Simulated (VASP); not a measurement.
A run of VASP 6.6.1:

The input INCAR:

```
PREC = Accurate
ENCUT = 520
EDIFF = 1E-7
ISMEAR = 0
SIGMA = 0.15
LREAL = F
LASPH = T
NELM = 100
ALGO = Normal
ISIF = 2
LWAVE = F
LCHARG = T
GGA = PS
LELF = T
LVHAR = T
NBANDS = 10
```

File KPOINTS:

```
regular mesh
0
Gamma
  12 12 12
```

Contents of POSCAR:

```
Cs
1.0
   -2.7500754600      2.7500754600      4.0972389800
    2.7500754600     -2.7500754600      4.0972389800
    2.7500754600      2.7500754600     -4.0972389800
Cs
1
Direct
    0.0000000000      0.0000000000      0.0000000000
```

Potentials or basis: VASP PAW PBE potentials, release 64 (Cs_sv).

Run with:

```sh
$ cat potpaw_PBE.64/Cs_sv/POTCAR > POTCAR
$ mpirun -np 1 vasp_std > vasp.out
```

Hardware: 1 thread of Intel(R) Xeon(R) Platinum 8259CL CPU @ 2.50GHz (Skylake/Cascade Lake), with other jobs on the host.

Problem. Estimate the wall time of this run.

Solution. It took 2.7 min on 1 thread of Intel(R) Xeon(R) Platinum 8259CL CPU @ 2.50GHz (Skylake/Cascade Lake), with other jobs on the host, peak memory 0.37 GiB. Counts: scf iterations 11, k points 163.
